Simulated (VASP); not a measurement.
# Ta4NiO11 (Cmmm) in VASP: single point with PBE

Aim: the single point of Ta4NiO11 with PBE.

Program: VASP 6.6.1. These are calculated values, not measurements. Logs are shortened: lines on timing, memory, paths and dates and some standing lists are left out, and cuts for length are marked.

## Step 1: The cell of the first run

The structure is orthorhombic, space group Cmmm (No. 65). Conventional cell: a = 3.911 Å, b = 29.635 Å, c = 3.885 Å, α = 90.00°, β = 90.00°, γ = 90.00°. Ta (site symmetry m2m) has 6 O at 1.91 to 2.21 Å within 2.5 Å. Within 2.5 Å of Ta (site symmetry m2m) lie 6 O at 1.91 to 2.23 Å. Ni (site symmetry mmm) has 4 O at 1.88 to 1.96 Å within 2.5 Å. Within 2.5 Å of O (site symmetry m2m) lie 2 Ta at 1.91 Å. Within 2.8 Å of O (site symmetry m2m) lie 3 Ta at 2.02 to 2.21 Å and 6 O at 2.60 to 2.79 Å. Within 2.5 Å of O (site symmetry m2m) lie 1 Ni at 1.88 Å and 2 Ta at 1.99 Å. O (site symmetry mmm) has 2 Ni at 1.96 Å and 2 Ta at 2.23 Å within 2.6 Å. Within 2.6 Å of O (site symmetry m2m) lie 2 Ta at 1.95 Å.

## Step 2: Single point, PBE, collinear spin, ferromagnetic start

Input file INCAR:

```
PREC     = Accurate       # precision mode
ENCUT    = 600            # plane-wave cutoff, eV
EDIFF    = 1E-6           # SCF threshold, eV
ISMEAR   = -1             # smearing method
SIGMA    = 0.05           # smearing width, eV
LREAL    = False          # projectors in reciprocal space
LASPH    = True           # aspherical terms in the spheres
NELM     = 200            # most SCF steps
ALGO     = Normal         # electronic algorithm
ISIF     = 2              # what is computed and relaxed
LWAVE    = False          # write WAVECAR
LCHARG   = False          # write CHGCAR
ISPIN    = 2              # spin polarisation
MAGMOM   = 0 0 0 0 1 0 0 0 0 0 0 0 0 0 0 0 # initial moments
LORBIT   = 11             # projections on sites
LMAXMIX  = 4              # l up to which the mixer works
GGA      = PE             # functional
NBANDS   = 78             # bands
GGA_COMPAT= False        
KPAR     = 4
```

Input file KPOINTS:

```
Automatic mesh
0
Gamma
  5 5 5
```

Input file POSCAR:

```
Ta4NiO11
1.0
    1.9554598510    -14.8172519990      0.0000000000
    1.9554598510     14.8172519990      0.0000000000
    0.0000000000      0.0000000000      3.8854875347
Ta Ni O
4 1 11
Direct
    0.2043266257      0.7956733743      0.0000000000
    0.9246928708      0.0753071292      0.0000000000
    0.0753071292      0.9246928708      0.0000000000
    0.7956733743      0.2043266257      0.0000000000
    0.5000000000      0.5000000000      0.0000000000
    0.1397710260      0.8602289740      0.0000000000
    0.7210292789      0.2789707211      0.0000000000
    0.4366887821      0.5633112179      0.0000000000
    0.5633112179      0.4366887821      0.0000000000
    0.0000000000      0.0000000000      0.0000000000
    0.8602289740      0.1397710260      0.0000000000
    0.2789707211      0.7210292789      0.0000000000
    0.9281525095      0.0718474905      0.5000000000
    0.0718474905      0.9281525095      0.5000000000
    0.7942819350      0.2057180650      0.5000000000
    0.2057180650      0.7942819350      0.5000000000
```

Potentials or basis: VASP PAW PBE potentials, release 64 (Ta_pv, Ni, O).

Launch:

```sh
$ cat potpaw_PBE.64/Ta_pv/POTCAR potpaw_PBE.64/Ni/POTCAR potpaw_PBE.64/O/POTCAR > POTCAR
$ mpirun -np 4 vasp_std > vasp.out
```

OUTCAR:

```text
PREC = Accurate
   ENCUT = 600
   EDIFF = 1E-6
   ISMEAR = -1
   LREAL = False
   LASPH = True
   NELM = 200
   ISIF = 2
   ISPIN = 2
   LORBIT = 11
   GGA = PE

 ion  position               nearest neighbor table
   1  0.204  0.796  0.000-   6 1.91  16 1.94  16 1.94   7 2.02   7 2.02  12 2.21   4 3.34   4 3.34

   2  0.925  0.075  0.000-  11 1.91  13 1.95  13 1.95   8 1.99   8 1.99  10 2.23   5 2.97   5 2.97

   3  0.075  0.925  0.000-   6 1.91  14 1.95  14 1.95   9 1.99   9 1.99  10 2.23   5 2.97   5 2.97
[... 5 lines left out ...]
   6  0.140  0.860  0.000-   3 1.91   1 1.91
   7  0.721  0.279  0.000-   1 2.02   1 2.02   4 2.21
   8  0.437  0.563  0.000-   5 1.88   2 1.99   2 1.99
   9  0.563  0.437  0.000-   5 1.88   3 1.99   3 1.99
  10  0.000  0.000  0.000-   5 1.96   5 1.96   2 2.23   3 2.23
  11  0.860  0.140  0.000-   2 1.91   4 1.91
  12  0.279  0.721  0.000-   4 2.02   4 2.02   1 2.21
  13  0.928  0.072  0.500-   2 1.95   2 1.95
  14  0.072  0.928  0.500-   3 1.95   3 1.95
  15  0.794  0.206  0.500-   4 1.94   4 1.94
  16  0.206  0.794  0.500-   1 1.94   1 1.94

  LATTYP: Found a base centered orthorhombic cell.
 ALAT       =     3.9109197020
 B/A-ratio  =     7.5773746986
 C/A-ratio  =     0.9934971390

  Lattice vectors:

 A1 = (   1.9554598510, -14.8172519990,   0.0000000000)
 A2 = (   1.9554598510,  14.8172519990,   0.0000000000)
 A3 = (   0.0000000000,   0.0000000000,   3.8854875347)

Analysis of symmetry for initial positions (statically):
=====================================================================
 Subroutine PRICEL returns:
 Original cell was already a primitive cell.

 Routine SETGRP: Setting up the symmetry group for a
 base centered orthorhombic supercell.

 Subroutine GETGRP returns: Found  8 space group operations
 (whereof  8 operations were pure point group operations)
 out of a pool of  8 trial point group operations.

The static configuration has the point symmetry D_2h.

Analysis of symmetry for dynamics (positions and initial velocities):
=====================================================================
 Subroutine PRICEL returns:
 Original cell was already a primitive cell.

 Routine SETGRP: Setting up the symmetry group for a
 base centered orthorhombic supercell.

 Subroutine GETGRP returns: Found  8 space group operations
 (whereof  8 operations were pure point group operations)
 out of a pool of  8 trial point group operations.

The dynamic configuration has the point symmetry D_2h.

Analysis of structural, dynamic, and magnetic symmetry:
=====================================================================
 Subroutine PRICEL returns:
 Original cell was already a primitive cell.

 Routine SETGRP: Setting up the symmetry group for a
 base centered orthorhombic supercell.

 Subroutine GETGRP returns: Found  8 space group operations
 (whereof  8 operations were pure point group operations)
 out of a pool of  8 trial point group operations.

The overall configuration has the point symmetry D_2h.

 Subroutine INISYM returns: Found  8 space group operations
 (whereof  8 operations are pure point group operations),
 and found     1 'primitive' translations

----------------------------------------------------------------------------------------

                                     Primitive cell

  volume of cell :     225.1604

  direct lattice vectors                    reciprocal lattice vectors
     1.955459851-14.817251999  0.000000000     0.255694332 -0.033744449  0.000000000
     1.955459851 14.817251999  0.000000000     0.255694332  0.033744449  0.000000000
     0.000000000  0.000000000  3.885487535     0.000000000  0.000000000  0.257367960

  length of vectors
    14.945727819 14.945727819  3.885487535     0.257911378  0.257911378  0.257367960

  position of ions in fractional coordinates (direct lattice)
     0.204326626  0.795673374  0.000000000
     0.924692871  0.075307129  0.000000000
     0.075307129  0.924692871  0.000000000
     0.795673374  0.204326626  0.000000000
     0.500000000  0.500000000  0.000000000
     0.139771026  0.860228974  0.000000000
[... 85 lines left out ...]
   total plane-waves  NPLWV = 460800
   dimension x,y,z NGX =   120 NGY =  120 NGZ =   32
   dimension x,y,z NGXF=   240 NGYF=  240 NGZF=   64
   ions per type =               4   1  11
   NGX,Y,Z   is equivalent  to a cutoff of  13.35, 13.35, 13.69 a.u.
   NGXF,Y,Z  is equivalent  to a cutoff of  26.70, 26.70, 27.38 a.u.
 SYSTEM =  unknown system
   PREC   = accura    normal or accurate (medium, high low for compatibility)
   ISTART =      0    job   : 0-new  1-cont  2-samecut
   ICHARG =      2    charge: 1-file 2-atom 10-const
   ISPIN  =      2    spin polarized calculation?
   LNONCOLLINEAR =      F non collinear calculations
   LSORBIT =      F    spin-orbit coupling
   LASPH  =      T    aspherical Exc in radial PAW
   ENCUT  =  600.0 eV  44.10 Ry    6.64 a.u.  29.85 29.85  7.76*2*pi/ulx,y,z
   NELM   =    200;   NELMIN=  2; NELMDL= -5     # of ELM steps
   EDIFF  = 0.1E-05   stopping-criterion for ELM
   LREAL  =      F    real-space projection
   EDIFFG = 0.1E-04   stopping-criterion for IOM
   NSW    =      0    number of steps for IOM
   IBRION =     -1    ionic relax: 0-MD 1-quasi-New 2-CG
   NFREE  =      0    steps in history (QN), initial steepest desc. (CG)
   ISIF   =      2    stress and relaxation
   ISYM   =      2    0-nonsym 1-usesym 2-fastsym
   POTIM  = 0.5000    time-step for ionic-motion
   TEBEG  =    0.0;   TEEND  =   0.0 temperature during run
   PSTRESS=    0.0 pullay stress
   NELECT =     120.0000    total number of electrons
   NUPDOWN=      -1.0000    fix difference up-down
   EMIN   =  10.00;   EMAX   =-10.00  energy-range for DOS
   EFERMI =   0.00;   METHOD = LEGACY
   ISMEAR =    -1;   SIGMA  =   0.05  broadening in eV -4-tet -1-fermi 0-gaus
   EFERMI_NEDOS =   21; number of points for ismear=-14 and -15
   IALGO  =     38    algorithm
   IMIX   =      4    mixing-type and parameters
     AMIX     =   0.40;   BMIX     =  1.00
     AMIX_MAG =   1.60;   BMIX_MAG =  1.00
  volume/ion in A,a.u.               =      14.07        94.97
  Fermi-wavevector in a.u.,A,eV,Ry     =   1.327306  2.508246 23.969962  1.761743
  Thomas-Fermi vector in A             =   2.456629
   LORBIT       =     11    0 simple, 1 ext, 2 COOP (PROOUT), +10 PAW based schemes
   GGA     = PE    functional components
   LHFCALC =     F    Hartree Fock is set to
   AEXX    =    0.0000 exact exchange contribution
   IVDW    =     0    specifies the selected vdW correction
   LEPSILON=     F    determine dielectric tensor
   LRPA    =     F    only Hartree local field effects (RPA)
 spin polarized calculation
  energy-cutoff  :      600.00
  volume of cell :      225.16
 maximum number of plane-waves:      7536
   NGX = 59   NGY = 59   NGZ = 15

 number of electron     119.9999986 magnetization       0.0002390

 number of electron     119.9999986 magnetization      -0.0001127

 Free energy of the ion-electron system (eV)
  ---------------------------------------------------
  ext. energy  EPLUGINS =         0.00000000
  ---------------------------------------------------
  free energy    TOTEN  =      -147.88753894 eV

  energy without entropy =     -147.85016668  energy(sigma->0) =     -147.86885281

 E-fermi :   1.9871     XC(G=0):  -9.7922

 val. band max:        1.9776574974   @ k =   0.4000   0.2000   0.4000
 cond. band min:       1.9914407412   @ k =   0.0000   0.0000   0.4000
 fundamental gap:      0.0137832438
 Fermi energy:         1.9871368234

 spin component 1

 k-point     1 :       0.0000    0.0000    0.0000
  band No.  band energies     occupation
      1     -33.7537      1.00000
      2     -33.6254      1.00000
      3     -33.6123      1.00000
      4     -33.5788      1.00000
      5     -33.5523      1.00000
      6     -33.5464      1.00000
[... 1789 lines left out ...]
     71       6.5177      0.00000
     72       7.0389      0.00000

 [... further k-points ...]

 spin component 2

 k-point     1 :       0.0000    0.0000    0.0000
  band No.  band energies     occupation
      1     -33.7537      1.00000
      2     -33.6254      1.00000
      3     -33.6123      1.00000
      4     -33.5788      1.00000
      5     -33.5523      1.00000
      6     -33.5464      1.00000
[... 1789 lines left out ...]
     71       6.5177      0.00000
     72       7.0389      0.00000

 [... further k-points ...]

 [bands above 72 left out]

------------------------ aborting loop because EDIFF is reached ----------------------------------------

  FORCE on cell =-STRESS in cart. coord.  units (eV):
  Direction    XX          YY          ZZ          XY          YZ          ZX
  --------------------------------------------------------------------------------------
  -------------------------------------------------------------------------------------
  Total        0.4973260      0.3916760      0.8607892      0.0000000      0.0000000      0.0000000
  in kB        3.5388298      2.7870546      6.1251302      0.0000000      0.0000000      0.0000000
  external PRESSURE =       4.1503382 kB  Pullay stress =       0.0000000 kB

 VOLUME and BASIS-vectors are now :
 -----------------------------------------------------------------------------
  energy-cutoff  :      600.00
  volume of cell :      225.16
      direct lattice vectors                 reciprocal lattice vectors
     1.955459851-14.817251999  0.000000000     0.255694332 -0.033744449  0.000000000
     1.955459851 14.817251999  0.000000000     0.255694332  0.033744449  0.000000000
     0.000000000  0.000000000  3.885487535     0.000000000  0.000000000  0.257367960

 POSITION                                       TOTAL-FORCE (eV/Angst)
 -----------------------------------------------------------------------------------
      1.95546      8.76213      0.00000         0.000000     -0.044842      0.000000
      1.95546    -12.58556      0.00000         0.000000     -0.085799     -0.000000
      1.95546     12.58556      0.00000         0.000000      0.085799     -0.000000
      1.95546     -8.76213      0.00000         0.000000      0.044842     -0.000000
      1.95546      0.00000      0.00000        -0.000000     -0.000000     -0.000000
      1.95546     10.67521      0.00000         0.000000     -0.003696     -0.000000
[... 8 lines left out ...]
      1.95546     -8.72090      1.94274         0.000000      0.000271     -0.000000
      1.95546      8.72090      1.94274         0.000000     -0.000271     -0.000000
 -----------------------------------------------------------------------------------
    total drift:                                0.000000     -0.000000     -0.000000

  FREE ENERGIE OF THE ION-ELECTRON SYSTEM (eV)
  ---------------------------------------------------
  free  energy   TOTEN  =      -147.8875389388 eV

  energy  without entropy=     -147.8501666825  energy(sigma->0) =     -147.86885281

 total charge

# of ion       s       p       d       tot
------------------------------------------
    1        0.344   6.338   2.060   8.741
    2        0.350   6.348   2.075   8.772
    3        0.350   6.348   2.075   8.772
    4        0.344   6.338   2.060   8.741
    5        0.397   0.473   8.364   9.233
    6        1.565   3.530   0.000   5.095
[... 8 lines left out ...]
   15        1.568   3.515   0.000   5.083
   16        1.568   3.515   0.000   5.083
--------------------------------------------------
tot         18.965  64.569  16.633 100.167

 magnetization (x)

# of ion       s       p       d       tot
------------------------------------------
    1       -0.000  -0.000  -0.000  -0.000
    2       -0.000  -0.000  -0.000  -0.000
    3       -0.000  -0.000  -0.000  -0.000
    4       -0.000  -0.000  -0.000  -0.000
    5       -0.000  -0.000  -0.000  -0.000
    6       -0.000   0.000   0.000   0.000
[... 8 lines left out ...]
   15        0.000   0.000   0.000   0.000
   16        0.000   0.000   0.000   0.000
--------------------------------------------------
tot         -0.000  -0.000  -0.000  -0.000
```

It took 54 min on 4 MPI ranks of Intel Xeon Platinum 8488C (Sapphire Rapids), shared host; peak memory 1.9 GiB.

What came out:

| Item | Value |
| --- | --- |
| Free energy | -147.8875 eV |
| Pressure | 0.4 GPa |
| Largest force | 0.086 eV/Å |
| Band gap on the k mesh | zero (filled and empty bands overlap) |
| Net moment | 0.00 μB per cell |
| Valence electrons inside the program's atomic spheres | Ta 8.74, 8.77 (each value once); Ni 9.23; O 5.09, 5.10, 4.99, 5.08 (each value once) |

Forces on the atoms (eV/Å):
```
Ta   0.000 -0.045  0.000
Ta   0.000 -0.086  0.000
Ta   0.000  0.086  0.000
Ta   0.000  0.045  0.000
Ni   0.000  0.000  0.000
O    0.000 -0.004  0.000
O    0.000  0.000  0.000
O    0.000  0.001  0.000
O    0.000 -0.001  0.000
O    0.000  0.000  0.000
O    0.000  0.004  0.000
O    0.000  0.000  0.000
O    0.000  0.007  0.000
O    0.000 -0.007  0.000
O    0.000  0.000  0.000
O    0.000  0.000  0.000
```

Stress tensor (GPa, compression positive):
```
0.35 0.00 0.00
0.00 0.28 0.00
0.00 0.00 0.61
```

Caveat: the moments typed at the start vanished in this run; spin-orbit coupling is left out, which moves the levels of the heavy elements; semilocal functionals often make such compounds metallic where correlation or magnetic order opens a gap, which also shifts bond lengths.
